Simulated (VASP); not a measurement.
Crystal: BaAuS.

```
Ba Au S
1.0
     3.14200    3.91255    0.00000
     3.14200   -3.91255    0.00000
     0.00000    0.00000   -6.49932
Ba Au S
2 2 2
Direct
  0.37300 0.62700 0.75000
  0.62700 0.37300 0.25000
  0.00000 0.00000 0.00000
  0.00000 0.00000 0.50000
  0.79200 0.20800 0.75000
  0.20800 0.79200 0.25000
```

* Program: VASP 6.6.1
* Task: relaxation of cell and atoms
* Functional: PBE
* Potentials or basis: VASP PAW PBE potentials, release 64 (Ba_sv, Au, S)
* Cutoff: 500 eV
* k mesh: 4 × 4 × 3
* Occupations: fermi-dirac, width 0.1 eV
* Spin: no spin polarisation

At the start: pressure 4.2 GPa; volume 26.63 Å³/atom.

Problem. How do energy, volume and symmetry change on relaxing?

Solution. Over 40 steps the energy falls by 116.9 meV/atom and the volume is 27.98 Å³/atom (+5.1 %); space group Cmcm (No. 63, to 0.1 Å) before and after.

Step by step:
```
step  energy change (eV)  largest force (eV/Å)  pressure (GPa)  volume (Å³)
   1              0.0000                1.3043            4.19       159.80
   2             -0.2393                0.3859           -1.53       176.33
   3             -0.2577                0.3580           -0.59       172.10
   4             -0.2818                0.3029           -0.19       170.27
   5             -0.2955                0.2143            0.51       167.58
   6             -0.3149                0.1799            0.22       168.59
   7             -0.3427                0.1617           -0.40       171.52
   8             -0.3439                0.1617           -0.52       172.21
   9             -0.3626                0.2156           -0.02       169.59
  10             -0.3713                0.3156            0.66       166.55
  11             -0.3799                0.3392            0.71       166.19
  12             -0.4042                0.4169            0.86       165.08
  13             -0.4299                0.6081            1.41       162.77
  14             -0.4609                0.5813            1.11       163.56
  15             -0.5221                0.5253            0.34       165.81
  16             -0.4761                0.3894            0.02       169.75
  17             -0.5322                0.4897            0.04       167.13
  18             -0.5595                0.4263           -0.04       167.17
  19             -0.6207                0.2476           -0.20       167.22
  20             -0.6581                0.2050           -0.25       167.09
  21             -0.6589                0.2071           -0.26       167.12
  22             -0.6684                0.2030            0.13       165.69
  23             -0.6723                0.1941            0.63       164.02
  24             -0.6778                0.1784            0.56       164.21
  25             -0.6896                0.1245            0.36       164.80
  26             -0.6906                0.1002            0.04       165.96
  27             -0.6942                0.0621            0.18       165.40
  28             -0.6962                0.0670            0.03       165.92
  29             -0.6968                0.0714           -0.12       166.42
  30             -0.6977                0.0544           -0.02       166.18
  31             -0.6982                0.0314            0.13       165.79
  32             -0.6990                0.0310            0.09       166.12
  33             -0.7005                0.0313           -0.01       167.09
  34             -0.7007                0.0322           -0.05       167.56
  35             -0.7010                0.0270            0.05       167.34
  36             -0.7010                0.0286            0.08       167.26
  37             -0.7012                0.0235            0.06       167.39
  38             -0.7015                0.0108            0.02       167.68
  39             -0.7013                0.0151           -0.07       168.28
  40             -0.7016                0.0027           -0.01       167.88
```

Final structure:
```
Ba Au S
1.0
     3.03990    4.66153    0.00000
     3.03990   -4.66153    0.00000
     0.00000    0.00000   -5.92341
Ba Au S
2 2 2
Direct
  0.34213 0.65787 0.75000
  0.65787 0.34213 0.25000
  0.00000 0.00000 0.00000
  0.00000 0.00000 0.50000
  0.74378 0.25622 0.75000
  0.25622 0.74378 0.25000
```
